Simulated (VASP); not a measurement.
MgH16Cl2O8: single point with PBE+D3(BJ)

The system is MgH16Cl2O8.

```xyz
27
Lattice="6.8956 0.0000 0.0000 0.0000 6.8956 0.0000 0.0000 0.0000 6.8956" Properties=species:S:1:pos:R:3 pbc="T T T"
O     5.6434    1.1389    4.6826
O     0.4318    1.0995    2.2215
O     6.7925    4.1015    6.0796
O     0.7703   -0.1536    5.6855
O     4.4774    5.1962    4.3188
O     2.2446    3.4908    1.0778
O     4.9565    3.1143    2.5105
O     2.3173    6.0151    2.5845
H     4.6812    1.4487    4.4310
H     6.0130    0.9221    3.8388
H     0.9785    0.2904    1.9563
H     0.7898    1.2015    3.1117
H     6.1106    3.3873    6.1297
H     7.5256    3.6914    5.5949
H     1.3809    0.7837    5.4382
H     1.0638   -0.6825    6.4510
H     3.5841    5.5537    3.9281
H     4.7222    4.4730    3.7536
H     2.4660    3.3380    0.1392
H     1.6605    2.7457    1.4103
H     4.1194    2.9844    1.9368
H     5.7126    2.8247    1.9510
H     2.9437    6.6060    2.2066
H     2.3659    5.1558    2.1294
Mg    5.7626    6.1647    5.6392
Cl    2.1341    2.3204    4.9394
Cl    4.0649    0.0044    0.3638
```

- Program: VASP 6.6.1
- Task: single point
- Functional: PBE
- Dispersion: D3(BJ)
- Potentials or basis: VASP PAW PBE potentials, release 64 (O, H, Mg, Cl)
- Cutoff: 520 eV
- k mesh: 1 × 1 × 1
- Occupations: fermi-dirac, width 0.05 eV
- Spin: no spin polarisation
- Dipole correction: no
- Further INCAR settings: ALGO = Normal; EDIFF = 1e-06; NBANDS = 59

```json
{"Pressure": "-1.8 GPa", "Largest force": "3.462 eV/Å", "Dispersion energy per atom": "-0.047 eV"}
```

Forces in eV/Å, atoms in the order of the input:
```
O   -3.308  0.627  0.809
O    0.409 -0.766 -0.706
O   -2.024  0.567  0.429
O    0.398  0.800 -0.196
O   -1.583  2.092  0.701
O   -0.077 -0.323  1.101
O   -1.069 -0.280 -1.067
O   -1.694 -0.999  1.965
H    2.030 -0.471  0.658
H    0.717 -0.007 -1.924
H   -0.677  0.638  0.235
H    0.532  0.613  0.725
H    0.519  0.374 -0.074
H    0.816 -0.476 -0.525
H   -0.916 -1.534  0.845
H    0.991  0.437 -0.214
H    1.415 -0.551  0.595
H    0.507 -1.493 -1.280
H   -0.284 -0.377 -0.058
H    0.587  0.606 -0.688
H    1.215  0.317  0.821
H   -0.399 -0.005  0.347
H    1.651  0.880 -1.394
H    0.140 -0.305 -0.632
Mg  -0.684  0.000  0.114
Cl   0.092 -0.201 -0.201
Cl   0.694 -0.161 -0.385
```

Stress tensor (GPa, compression positive):
```
-3.12 -0.06 -1.02
-0.06 -2.70  0.52
-1.02  0.52  0.41
```

Levels at points of the mesh, in eV from the Fermi level:
```tsv
k point	band 38	band 39	band 40	band 41	band 42	band 43
(0.00, 0.00, 0.00)	-1.89	-1.37	-1.29	2.58	5.32	5.52
```

Wall time 24 s on 1 thread of Intel(R) Xeon(R) 6975P-C (Granite Rapids), on a shared host, peak memory 0.39 GiB.

Caveat: the k points lie up to 0.91 Å⁻¹ apart, too coarse for converged energies, forces and pressures; the atoms stand as in a frame of molecular dynamics.
